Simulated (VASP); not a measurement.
Set up this calculation in VASP 6.6.1, as the native input.

```
Task                   : single point
Functional             : PBE
Dispersion             : D3(BJ)
Potentials or basis    : VASP PAW PBE potentials, release 64 (C, F, H)
Cutoff                 : 520 eV
k mesh                 : 2 × 2 × 1
Occupations            : gaussian, width 0.05 eV
Spin                   : no spin polarisation
Dipole correction      : no
Further INCAR settings : LREAL = Auto; ALGO = Normal; EDIFF = 1e-06; NBANDS = 56
```

The structure of HC18F lies in POSCAR:

```
HC18F
1.0
    7.3980000000      0.0000000000      0.0000000000
   -3.6990000000      6.4068560000      0.0000000000
    0.0000000000      0.0000000000     12.0000000000
C F H
18 1 1
Direct
   -0.0085414895     -0.0108126357      0.0798232500
    0.2163119318      0.1016646855      0.0795714167
   -0.0067531052      0.3238157686      0.0736551667
    0.2143992320      0.4347592641      0.0758837500
   -0.0064606848      0.6556239129      0.0807422500
    0.2151974836      0.7667028883      0.0754138333
    0.3268448997     -0.0087019281      0.0766132500
    0.5477757206      0.1013813952      0.0747946667
    0.3265849471      0.3225745982      0.0795885000
    0.5475511442      0.4328762813      0.0795695000
    0.3253713479      0.6559727579      0.0736550000
    0.5497887678      0.7682815097      0.0756515000
    0.6600995148     -0.0109404675      0.0745599167
    0.8809382600      0.0994017971      0.0756543333
    0.6578862324      0.3223726271      0.0766160000
    0.8824901802      0.4340244263      0.0754203333
    0.6600288165      0.6577261921      0.0798228333
    0.8808795711      0.7682790124      0.0820828333
    0.1209191868      0.5282706526      0.2777397500
    0.0609645355      0.5882023882      0.2292528333
```

The input as run:

INCAR

```
ALGO = Normal
EDIFF = 1E-6
ENCUT = 520
GGA = PE
ISIF = 2
ISMEAR = 0
IVDW = 12
LASPH = T
LCHARG = T
LELF = T
LREAL = Auto
LVHAR = T
LWAVE = F
NBANDS = 56
NELM = 100
PREC = Accurate
SIGMA = 0.05
```

KPOINTS

```
k-points
0
Gamma
  2 2 1
```

Potentials or basis: VASP PAW PBE potentials, release 64 (C, F, H).

Run with:

```sh
$ cat potpaw_PBE.64/C/POTCAR potpaw_PBE.64/F/POTCAR potpaw_PBE.64/H/POTCAR > POTCAR
$ mpirun -np 1 vasp_std > vasp.out
```

It gave:

```
Largest force              : 0.792 eV/Å
Band gap on the k mesh     : 0.16 eV
Dispersion energy per atom : -0.086 eV
```

Caveat: the k points lie up to 0.49 Å⁻¹ apart; there is no dipole correction, which matters where the two faces differ.

Run time: 5.4 min on 1 thread of Intel(R) Xeon(R) Platinum 8259CL CPU @ 2.50GHz (Skylake/Cascade Lake) (shared host), peak memory 0.6 GiB.
